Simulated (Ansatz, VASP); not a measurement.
**MgO in VASP and in Ansatz**

Contents of POSCAR:

```
MgO
1.0
    0.0000000000      2.1708719866      2.2820056624
    2.1708719866      0.0000000000      2.2820056624
    2.1708719866      2.1708719866      0.0000000000
Mg O
1 1
Direct
    0.0000000000      0.0000000000      0.0000000000
    0.2500000000      0.2500000000      0.2500000000
```

The input INCAR.step1:

```
  ALGO = Normal
  EDIFF = 1E-5
  ENCUT = 520
  GGA = PE
  ISIF = 2
  ISMEAR = 0
  LASPH = T
  LCHARG = F
  LREAL = F
  LWAVE = T
  NBANDS = 11
  NELM = 80
  PREC = Accurate
  SIGMA = 0.01
```

INCAR.step2

```
  ALGO = Normal
  EDIFF = 1E-6
  ENCUT = 520
  GGA = PE
  HFSCREEN = 0.2079
  ISIF = 2
  ISMEAR = 0
  ISTART = 1
  LASPH = T
  LCHARG = F
  LHFCALC = T
  LREAL = F
  LWAVE = F
  NBANDS = 11
  NELM = 80
  PREC = Accurate
  PRECFOCK = Normal
  SIGMA = 0.01
```

KPOINTS

```
k-points
0
Gamma
  6 6 6
```

Input for Ansatz:

```yaml
crystal:
  lattice:
    - [0.0, 2.1708719866, 2.2820056624]
    - [2.1708719866, 0.0, 2.2820056624]
    - [2.1708719866, 2.1708719866, 0.0]
  atoms:
    - { symbol: Mg, position: [0.0, 0.0, 0.0] }
    - { symbol: O, position: [0.25, 0.25, 0.25] }
kpoints:
  mp_grid: { grid: [6, 6, 6] }
  band_path:
    path:
      - [0.0, 0.0, 0.0]
      - [-0.5, -0.5, 0.0]
      - [-0.375, -0.375, 0.25]
      - [-0.375, 0.0, 0.375]
      - [0.0, 0.0, 0.5]
      - [-0.5, -0.25, 0.25]
    npoints: 1
hamiltonian:
  xc: hse06
scf:
  occupations: { method: fixed }
  n_extra_bands: 4
output:
  forces: true
  stress: true
  eigenvalues: true
```

Change from the starting cell: biaxial_xy strain -4.9%.

Alike in both runs: task single point; functional HSE06; k mesh 6 × 6 × 6; no spin polarisation.

|  | VASP | Ansatz |
| --- | --- | --- |
| version | VASP 6.6.1 | Ansatz 0.2.0 |
| potentials or method | VASP PAW PBE potentials, release 64 (Mg, O) | plane waves, PAW |
| plane-wave cutoff (eV) | 520 | 420 |
| occupations | gaussian, width 0.01 eV | fixed |
| valence electrons in the cell | 8 | 16 |

Ansatz gave:

- gap on the k mesh at the Fermi level (eV): 5.87
- pressure (GPa): 15.2
- traceless stress, the component that is largest in VASP (GPa): -1.36

Q: Estimate VASP's values.

A: gap on the k mesh at the Fermi level (eV): 5.85; pressure (GPa): 15.3; traceless stress, the component that is largest in VASP (GPa): -1.35.

VASP's potentials hold 8 valence electrons a cell and Ansatz's 16, so a difference there can come from the potentials and not from the codes. Ansatz's warnings: stress exchange threshold loose, stress scf threshold loose.
